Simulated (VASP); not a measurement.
# Ta2N (P-3m1) in VASP: a series of runs

Runs on Ta2N. Level: LDA. Tasks: single point.

Program: VASP 6.6.1. These are calculated values, not measurements. Logs are shortened: lines on timing, memory, paths and dates and some standing lists are left out, and cuts for length are marked.

## Step 1: The cell of the first run

Symmetry: P-3m1, No. 164, trigonal system. The conventional cell has a = 3.171 Å, b = 3.171 Å, c = 4.700 Å, α = 90.00°, β = 90.00°, γ = 120.00°. Ta (site symmetry 3m) has 3 N at 2.18 Å and 12 Ta at 2.95 to 3.17 Å within 3.2 Å. Within 2.9 Å of N (site symmetry -3m) lie 6 Ta at 2.18 Å.

## Step 2: Single point, LDA (13.65 Å³/atom)

Input file INCAR:

```
  ALGO = Normal
  EDIFF = 1E-6
  ENCUT = 520
  GGA = CA
  ISIF = 2
  ISMEAR = 0
  LASPH = T
  LCHARG = T
  LELF = T
  LREAL = F
  LVHAR = T
  LWAVE = F
  NBANDS = 20
  NELM = 60
  PREC = Accurate
  SIGMA = 0.15
```

Input file KPOINTS:

```
k-points
0
Gamma
  18 18 10
```

Input file POSCAR:

```
Ta2N
1.0
    3.1713158216      0.0000000000      0.0000000000
   -1.5856579108      2.7464400649      0.0000000000
    0.0000000000      0.0000000000      4.7002071792
Ta N
2 1
Direct
    0.6666666667      0.3333333333      0.7466885012
    0.3333333333      0.6666666667      0.2533114988
    0.0000000000      0.0000000000      0.0000000000
```

Potentials or basis: VASP PAW LDA potentials, release 64 (Ta_pv, N).

The run is started by

```
> cat potpaw_LDA.64/Ta_pv/POTCAR potpaw_LDA.64/N/POTCAR > POTCAR
> mpirun -np 1 vasp_std > vasp.out
```

OUTCAR:

```text
EDIFF = 1E-6
   ENCUT = 520
   GGA = CA
   ISIF = 2
   ISMEAR = 0
   LASPH = T
   LREAL = F
   NELM = 60
   PREC = Accurate

 ion  position               nearest neighbor table
   1  0.667  0.333  0.747-   3 2.18   3 2.18   3 2.18   2 2.95   2 2.95   2 2.95   2 3.00   2 3.00
                             2 3.00
   2  0.333  0.667  0.253-   3 2.18   3 2.18   3 2.18   1 2.95   1 2.95   1 2.95   1 3.00   1 3.00
                             1 3.00
   3  0.000  0.000  0.000-   1 2.18   2 2.18   2 2.18   1 2.18   1 2.18   2 2.18

  LATTYP: Found a hexagonal cell.
 ALAT       =     3.1713158216
 C/A-ratio  =     1.4821000000

  Lattice vectors:

 A1 = (   3.1713158216,   0.0000000000,   0.0000000000)
 A2 = (  -1.5856579108,   2.7464400649,   0.0000000000)
 A3 = (   0.0000000000,   0.0000000000,   4.7002071792)

Analysis of symmetry for initial positions (statically):
=====================================================================
 Subroutine PRICEL returns:
 Original cell was already a primitive cell.

 Routine SETGRP: Setting up the symmetry group for a
 hexagonal supercell.

 Subroutine GETGRP returns: Found 12 space group operations
 (whereof 12 operations were pure point group operations)
 out of a pool of 24 trial point group operations.

The static configuration has the point symmetry D_3d.

Analysis of symmetry for dynamics (positions and initial velocities):
=====================================================================
 Subroutine PRICEL returns:
 Original cell was already a primitive cell.

 Routine SETGRP: Setting up the symmetry group for a
 hexagonal supercell.

 Subroutine GETGRP returns: Found 12 space group operations
 (whereof 12 operations were pure point group operations)
 out of a pool of 24 trial point group operations.

The dynamic configuration has the point symmetry D_3d.

 Subroutine INISYM returns: Found 12 space group operations
 (whereof 12 operations are pure point group operations),
 and found     1 'primitive' translations

----------------------------------------------------------------------------------------

                                     Primitive cell

  volume of cell :      40.9380

  direct lattice vectors                    reciprocal lattice vectors
     3.171315822  0.000000000  0.000000000     0.315326526  0.182053855  0.000000000
[... 80 lines left out ...]
   ISTART =      0    job   : 0-new  1-cont  2-samecut
   ICHARG =      2    charge: 1-file 2-atom 10-const
   ISPIN  =      1    spin polarized calculation?
   LNONCOLLINEAR =      F non collinear calculations
   LSORBIT =      F    spin-orbit coupling
   LASPH  =      T    aspherical Exc in radial PAW
   ENCUT  =  520.0 eV  38.22 Ry    6.18 a.u.   5.90  5.90  8.74*2*pi/ulx,y,z
   NELM   =     60;   NELMIN=  2; NELMDL= -5     # of ELM steps
   EDIFF  = 0.1E-05   stopping-criterion for ELM
   LREAL  =      F    real-space projection
   EDIFFG = 0.1E-04   stopping-criterion for IOM
   NSW    =      0    number of steps for IOM
   IBRION =     -1    ionic relax: 0-MD 1-quasi-New 2-CG
   NFREE  =      0    steps in history (QN), initial steepest desc. (CG)
   ISIF   =      2    stress and relaxation
   ISYM   =      2    0-nonsym 1-usesym 2-fastsym
   POTIM  = 0.5000    time-step for ionic-motion
   TEBEG  =    0.0;   TEEND  =   0.0 temperature during run
   PSTRESS=    0.0 pullay stress
   NELECT =      27.0000    total number of electrons
   NUPDOWN=      -1.0000    fix difference up-down
   EMIN   =  10.00;   EMAX   =-10.00  energy-range for DOS
   EFERMI =   0.00;   METHOD = LEGACY
   ISMEAR =     0;   SIGMA  =   0.15  broadening in eV -4-tet -1-fermi 0-gaus
   EFERMI_NEDOS =   21; number of points for ismear=-14 and -15
   IALGO  =     38    algorithm
   IMIX   =      4    mixing-type and parameters
     AMIX     =   0.40;   BMIX     =  1.00
     AMIX_MAG =   1.60;   BMIX_MAG =  1.00
  volume/ion in A,a.u.               =      13.65        92.09
  Fermi-wavevector in a.u.,A,eV,Ry     =   1.425019  2.692895 27.629053  2.030678
  Thomas-Fermi vector in A             =   2.545448
   LORBIT       =      0    0 simple, 1 ext, 2 COOP (PROOUT), +10 PAW based schemes
   GGA     = CA    functional components
   LHFCALC =     F    Hartree Fock is set to
   AEXX    =    0.0000 exact exchange contribution
   IVDW    =     0    specifies the selected vdW correction
   LEPSILON=     F    determine dielectric tensor
   LRPA    =     F    only Hartree local field effects (RPA)
 non-spin polarized calculation
 Gauss-broadening in eV      SIGMA  =   0.15
  energy-cutoff  :      520.00
  volume of cell :       40.94
 maximum number of plane-waves:      1116
   NGX = 11   NGY = 11   NGZ = 17

 number of electron      27.0000000 magnetization

 Free energy of the ion-electron system (eV)
  ---------------------------------------------------
  ext. energy  EPLUGINS =         0.00000000
  ---------------------------------------------------
  free energy    TOTEN  =       -37.53120051 eV

  energy without entropy =      -37.51874032  energy(sigma->0) =      -37.52497042

 E-fermi :   7.2493     XC(G=0): -13.0318

 val. band max:        7.2419771473   @ k =  -0.1667   0.4444   0.2000
 cond. band min:       7.2562394323   @ k =   0.3333   0.1667   0.4000
 fundamental gap:      0.0142622850
 Fermi energy:         7.2492853960

 k-point     1 :       0.0000    0.0000    0.0000
  band No.  band energies     occupation
      1     -28.1888      2.00000
      2     -27.5202      2.00000
      3     -27.5202      2.00000
      4     -27.3533      2.00000
      5     -27.3533      2.00000
      6     -27.1275      2.00000
[... 541 lines left out ...]
     19      11.6994      0.00000
     20      12.1503      0.00000

 [... further k-points ...]
[... 5 lines left out ...]
  --------------------------------------------------------------------------------------
  -------------------------------------------------------------------------------------
  Total       -4.3043729     -4.3043729     -1.3417897     -0.0000000      0.0000000      0.0000000
  in kB     -168.4588585   -168.4588585    -52.5131930     -0.0000000      0.0000000      0.0000000
  external PRESSURE =    -129.8103034 kB  Pullay stress =       0.0000000 kB

 VOLUME and BASIS-vectors are now :
 -----------------------------------------------------------------------------
  energy-cutoff  :      520.00
  volume of cell :       40.94
      direct lattice vectors                 reciprocal lattice vectors
     3.171315822  0.000000000  0.000000000     0.315326526  0.182053855  0.000000000
    -1.585657911  2.746440065  0.000000000     0.000000000  0.364107709  0.000000000
     0.000000000  0.000000000  4.700207179     0.000000000  0.000000000  0.212756579

 POSITION                                       TOTAL-FORCE (eV/Angst)
 -----------------------------------------------------------------------------------
      1.58566      0.91548      3.50959        -0.000000      0.000000      0.627185
     -0.00000      1.83096      1.19062         0.000000     -0.000000     -0.627185
      0.00000      0.00000      0.00000        -0.000000      0.000000      0.000000
 -----------------------------------------------------------------------------------
    total drift:                                0.000000     -0.000000      0.000000

  FREE ENERGIE OF THE ION-ELECTRON SYSTEM (eV)
  ---------------------------------------------------
  free  energy   TOTEN  =       -37.5312005086 eV

  energy  without entropy=      -37.5187403219  energy(sigma->0) =      -37.52497042
```

It took 76 s on 1 thread of Intel Xeon 6975P-C (Granite Rapids), shared host; peak memory 0.33 GiB.

What came out:

```
Free energy            : -37.5312 eV
Pressure               : -13.0 GPa
Largest force          : 0.627 eV/Å
Band gap on the k mesh : zero (an odd number of electrons rules out a gap without spin polarisation)
```

Forces on the atoms (eV/Å):
```
Ta   0.000  0.000  0.627
Ta   0.000  0.000 -0.627
N    0.000  0.000  0.000
```

Caveat: the cell stands under tension; spin-orbit coupling is left out, which moves the levels of the heavy elements.

## Step 3: Single point, LDA (13.99 Å³/atom)

This run uses another cell than the first one, of 13.99 Å³/atom.

Input file INCAR:

```
PREC     = Accurate       # precision mode
ENCUT    = 520            # plane-wave cutoff, eV
EDIFF    = 1E-6           # SCF threshold, eV
ISMEAR   = 0              # smearing method
SIGMA    = 0.15           # smearing width, eV
LREAL    = F              # projectors in reciprocal space
LASPH    = T              # aspherical terms in the spheres
NELM     = 100            # most SCF steps
ALGO     = Normal         # electronic algorithm
ISIF     = 2              # what is computed and relaxed
LWAVE    = F              # write WAVECAR
LCHARG   = F              # write CHGCAR
GGA      = CA             # functional
NBANDS   = 20             # bands
```

Input file KPOINTS:

```
Automatic mesh
0
Gamma
  18 18 10
```

Input file POSCAR:

```
Ta2N
1.0
    3.2265224862      0.0000000000      0.0000000000
   -1.6132612431      2.7942504390      0.0000000000
    0.0000000000      0.0000000000      4.6558719476
Ta N
2 1
Direct
    0.6666666667      0.3333333333      0.7466885012
    0.3333333333      0.6666666667      0.2533114988
    0.0000000000      0.0000000000      0.0000000000
```

Potentials or basis: VASP PAW LDA potentials, release 64 (Ta_pv, N).

The run is started by

```
> cat potpaw_LDA.64/Ta_pv/POTCAR potpaw_LDA.64/N/POTCAR > POTCAR
> mpirun -np 1 vasp_std > vasp.out
```

It took 84 s on 1 thread of Intel Xeon 6975P-C (Granite Rapids), shared host; peak memory 0.34 GiB.

Results (log left out):

```yaml
Free_energy: -37.3623 eV
Pressure: -18.6 GPa
Largest_force: 0.899 eV/Å
Band_gap_on_the_k_mesh: zero (an odd number of electrons rules out a gap without spin polarisation)
```

Forces in eV/Å, atoms in the order of the input:
```
Ta   0.000  0.000  0.899
Ta   0.000  0.000 -0.899
N    0.000  0.000  0.000
```

Stress tensor (GPa, compression positive):
```
-24.39   0.00   0.00
  0.00 -24.39   0.00
  0.00   0.00  -7.14
```

Levels at points of the mesh, in eV from the Fermi level:
| k point | band 9 | band 10 | band 11 | band 12 | band 13 | band 14 | band 15 | band 16 | band 17 | band 18 |
| --- | --- | --- | --- | --- | --- | --- | --- | --- | --- | --- |
| (0.00, 0.00, 0.00) | -6.09 | -6.09 | -4.53 | -0.20 | -0.20 | -0.15 | -0.15 | 0.15 | 0.45 | 1.23 |
| (0.50, 0.00, 0.00) | -6.26 | -5.90 | -4.25 | -2.56 | -1.34 | 1.26 | 2.61 | 3.38 | 3.62 | 3.69 |
| (0.00, 0.00, 0.50) | -6.31 | -6.31 | -2.06 | -2.05 | -1.38 | -1.38 | 1.72 | 2.13 | 2.37 | 2.37 |
| (0.50, 0.00, 0.50) | -6.11 | -5.96 | -2.81 | -2.02 | -1.99 | 0.32 | 0.52 | 2.55 | 2.90 | 3.46 |

Caveat: the cell stands under tension; spin-orbit coupling is left out, which moves the levels of the heavy elements.

## Step 4: Single point, LDA (13.99 Å³/atom)

This run uses another cell than the first one, of 13.99 Å³/atom.

Input file INCAR:

```
SYSTEM = Ta2N
  PREC = Accurate
  ENCUT = 520
  EDIFF = 1E-6
  ISMEAR = 0
  SIGMA = 0.15
  LREAL = .False.
  LASPH = .True.
  NELM = 80
  ALGO = Normal
  ISIF = 2
  LWAVE = .False.
  LCHARG = .True.
  LELF = .True.
  LVHAR = .True.
  NBANDS = 20
```

Input file KPOINTS:

```
regular mesh
0
Gamma
  18 18 10
  0 0 0
```

Input file POSCAR:

```
Ta2N
1.0
    3.1694949006      0.0000000000      0.0000000000
   -1.5847474503      2.7448631011      0.0000000000
    0.0000000000      0.0000000000      4.8249220872
Ta N
2 1
Direct
    0.6666666667      0.3333333333      0.7466885012
    0.3333333333      0.6666666667      0.2533114988
    0.0000000000      0.0000000000      0.0000000000
```

Potentials or basis: VASP PAW LDA potentials, release 64 (Ta_pv, N).

The run is started by

```
> cat potpaw_LDA.64/Ta_pv/POTCAR potpaw_LDA.64/N/POTCAR > POTCAR
> mpirun -np 1 vasp_std > vasp.out
```

OUTCAR:

```text
SYSTEM = Ta2N
   PREC = Accurate
   ENCUT = 520
   EDIFF = 1E-6
   ISMEAR = 0
   LREAL = .False.
   LASPH = .True.
   NELM = 80
   ISIF = 2

 ion  position               nearest neighbor table
   1  0.667  0.333  0.747-   3 2.20   3 2.20   3 2.20   2 3.00   2 3.00   2 3.00   2 3.05   2 3.05
                             2 3.05
   2  0.333  0.667  0.253-   3 2.20   3 2.20   3 2.20   1 3.00   1 3.00   1 3.00   1 3.05   1 3.05
                             1 3.05
   3  0.000  0.000  0.000-   1 2.20   2 2.20   1 2.20   2 2.20   1 2.20   2 2.20

  LATTYP: Found a hexagonal cell.
 ALAT       =     3.1694949006
 C/A-ratio  =     1.5223000000

[... 739 lines left out ...]
     20      11.6491      0.00000

 [... further k-points ...]
[... 5 lines left out ...]
  --------------------------------------------------------------------------------------
  -------------------------------------------------------------------------------------
  Total       -5.4896852     -5.4896852     -4.1981458      0.0000000      0.0000000      0.0000000
  in kB     -209.5351914   -209.5351914   -160.2385668      0.0000000      0.0000000      0.0000000
  external PRESSURE =    -193.1029832 kB  Pullay stress =       0.0000000 kB

 VOLUME and BASIS-vectors are now :
 -----------------------------------------------------------------------------
  energy-cutoff  :      520.00
  volume of cell :       41.98
      direct lattice vectors                 reciprocal lattice vectors
     3.169494901  0.000000000  0.000000000     0.315507685  0.182158447  0.000000000
    -1.584747450  2.744863101  0.000000000     0.000000000  0.364316894  0.000000000
     0.000000000  0.000000000  4.824922087     0.000000000  0.000000000  0.207257233

 POSITION                                       TOTAL-FORCE (eV/Angst)
 -----------------------------------------------------------------------------------
      1.58475      0.91495      3.60271        -0.000000      0.000000      0.593163
     -0.00000      1.82991      1.22221         0.000000     -0.000000     -0.593163
      0.00000      0.00000      0.00000         0.000000      0.000000      0.000000
 -----------------------------------------------------------------------------------
    total drift:                                0.000000     -0.000000      0.000000

  FREE ENERGIE OF THE ION-ELECTRON SYSTEM (eV)
  ---------------------------------------------------
  free  energy   TOTEN  =       -37.4642487998 eV

  energy  without entropy=      -37.4507029655  energy(sigma->0) =      -37.45747588
```

stdout:

```text
POSCAR found type information on POSCAR TaN
 POSCAR found :  2 types and       3 ions
 scaLAPACK will be used
 LDA part: xc-table for (Slater(with rela. corr.)+CA(PZ))
 , standard interpolation
 POSCAR, INCAR and KPOINTS ok, starting setup
 FFT: planning ... GRIDC
 FFT: planning ... GRID_SOFT
 FFT: planning ... GRID
 WAVECAR not read
 entering main loop
```

Wall time 86 s (1 thread of Intel Xeon 6975P-C (Granite Rapids), shared host); peak memory 0.33 GiB.

Results:

| Item | Value |
| --- | --- |
| Free energy | -37.4642 eV |
| Pressure | -19.3 GPa |
| Largest force | 0.593 eV/Å |
| Band gap on the k mesh | zero (an odd number of electrons rules out a gap without spin polarisation) |

Forces in eV/Å, atoms in the order of the input:
```
Ta   0.000  0.000  0.593
Ta   0.000  0.000 -0.593
N    0.000  0.000  0.000
```

Levels at points of the mesh, in eV from the Fermi level:
```csv
k point,band 10,band 11,band 12,band 13,band 14,band 15,band 16,band 17
"(0.00, 0.00, 0.00)",-6.00,-4.70,-0.38,-0.23,-0.23,0.08,0.08,0.40
"(0.50, 0.00, 0.00)",-6.21,-4.32,-2.51,-1.33,1.62,2.06,3.41,3.74
"(0.00, 0.00, 0.50)",-6.18,-2.48,-2.40,-1.19,-1.19,1.79,1.88,2.19
"(0.50, 0.00, 0.50)",-5.98,-3.06,-2.04,-2.03,0.00,0.65,2.90,3.17
```

Caveat: the cell stands under tension; spin-orbit coupling is left out, which moves the levels of the heavy elements.

## Step 5: The runs side by side

| cell | gap on the mesh (eV) | pressure (GPa) | largest force (eV/Å) |
| --- | --- | --- | --- |
| a = 3.171, b = 3.171, c = 4.700 Å, angles 90.0, 90.0, 120.0°, 3 atoms | none | -13.0 | 0.63 |
| a = 3.227, b = 3.227, c = 4.656 Å, angles 90.0, 90.0, 120.0°, 3 atoms | none | -18.6 | 0.90 |
| a = 3.169, b = 3.169, c = 4.825 Å, angles 90.0, 90.0, 120.0°, 3 atoms | none | -19.3 | 0.59 |

Alike in all rows: task single point; level LDA; potentials or basis VASP PAW LDA potentials, release 64 (Ta_pv, N); no spin polarisation; k mesh 18 × 18 × 10; cutoff (eV) 520; smearing gaussian 0.15 eV.

Caveats: the cell stands under tension; spin-orbit coupling is left out, which moves the levels of the heavy elements.

Absolute energies hang on the potentials; compare differences alone.
